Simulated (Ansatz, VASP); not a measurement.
# Two plane-wave programs on Ge2Sb2Te5

The input POSCAR:

```
Ge2Sb2Te5
1.0
    4.2940644248      0.0000000000      0.0000000000
   -2.1470322124      3.7187688774      0.0000000000
    0.0000000000      0.0000000000     17.1013460000
Ge Sb Te
2 2 5
Direct
    0.3333333300      0.6666666700      0.8971050000
    0.6666666700      0.3333333300      0.1028950000
    0.0000000000      0.0000000000      0.6799320000
    0.0000000000      0.0000000000      0.3200680000
    0.0000000000      0.0000000000      0.0000000000
    0.6666666700      0.3333333300      0.7984580000
    0.3333333300      0.6666666700      0.2015420000
    0.3333333300      0.6666666700      0.5801080000
    0.6666666700      0.3333333300      0.4198920000
```

The input INCAR.step1:

```
SYSTEM = Ge2Sb2Te5
ALGO = Normal
EDIFF = 1E-5
ENCUT = 550
GGA = PE
GGA_COMPAT = .FALSE.
ISMEAR = 0
LASPH = .TRUE.
LCHARG = .FALSE.
LREAL = .FALSE.
LWAVE = .TRUE.
NBANDS = 44
NELM = 120
PREC = Accurate
SIGMA = 0.1
```

The input INCAR.step2:

```
SYSTEM = Ge2Sb2Te5
ALGO = Normal
EDIFF = 1E-6
ENCUT = 550
GGA_COMPAT = .FALSE.
ISIF = 2
ISMEAR = 0
ISTART = 1
LASPH = .TRUE.
LCHARG = .TRUE.
LELF = .TRUE.
LMIXTAU = .TRUE.
LREAL = .FALSE.
LVHAR = .TRUE.
LWAVE = .FALSE.
METAGGA = R2SCAN
NBANDS = 44
NELM = 120
PREC = Accurate
SIGMA = 0.1
```

KPOINTS

```
k-points
0
G
  6 6 1
  0 0 0
```

Input for Ansatz:

```yaml
crystal:
  lattice:
    - [4.2940644248, 0.0, 0.0]
    - [-2.1470322124, 3.7187688774, 0.0]
    - [0.0, 0.0, 17.101346]
  atoms:
    - { symbol: Ge, position: [0.33333333, 0.66666667, 0.897105] }
    - { symbol: Ge, position: [0.66666667, 0.33333333, 0.102895] }
    - { symbol: Sb, position: [0.0, 0.0, 0.679932] }
    - { symbol: Sb, position: [0.0, 0.0, 0.320068] }
    - { symbol: Te, position: [0.0, 0.0, 0.0] }
    - { symbol: Te, position: [0.66666667, 0.33333333, 0.798458] }
    - { symbol: Te, position: [0.33333333, 0.66666667, 0.201542] }
    - { symbol: Te, position: [0.33333333, 0.66666667, 0.580108] }
    - { symbol: Te, position: [0.66666667, 0.33333333, 0.419892] }
basis:
  ecutwfc: 500
kpoints:
  mp_grid: { grid: [6, 6, 1] }
hamiltonian:
  xc: r2scan
  pseudopotentials: { kind: paw }
scf:
  occupations: { method: gaussian, width: 0.1 }
output:
  forces: true
  stress: true
  eigenvalues: true
```

Alike in both runs: task single point; functional r2SCAN; k mesh 6 × 6 × 1; occupations gaussian, width 0.1 eV; no spin polarisation.

```csv
,VASP,Ansatz
version,VASP 6.6.1,Ansatz 0.2.0
potentials or method,"VASP PAW PBE potentials, release 64 (Ge_d, Sb, Te), cutoff 550 eV","scalar-relativistic, plane waves, PAW"
valence electrons in the cell,68,138
```

|  | VASP | Ansatz | Ansatz less VASP |
| --- | --- | --- | --- |
| gap on the k mesh at the Fermi level (eV) | 0.22 | 0.22 | +0.003 |
| least direct gap on the mesh (eV) | 0.22 | 0.22 | +0.003 |
| pressure (GPa) | -0.6 | -0.6 | +0.02 |
| traceless stress, the component that is largest in VASP (GPa) | 0.10 | 0.09 | -0.001 |
| rms of the force components (eV/Å) | 0.075 | 0.081 | +0.0061 |

VASP's potentials were made for PBE, not for r2SCAN. Atom by atom the forces differ by 0.009 eV/Å (rms over components). VASP's potentials hold 68 valence electrons a cell and Ansatz's 138, so a difference there can come from the potentials and not from the codes.

Spin-orbit coupling is off throughout.
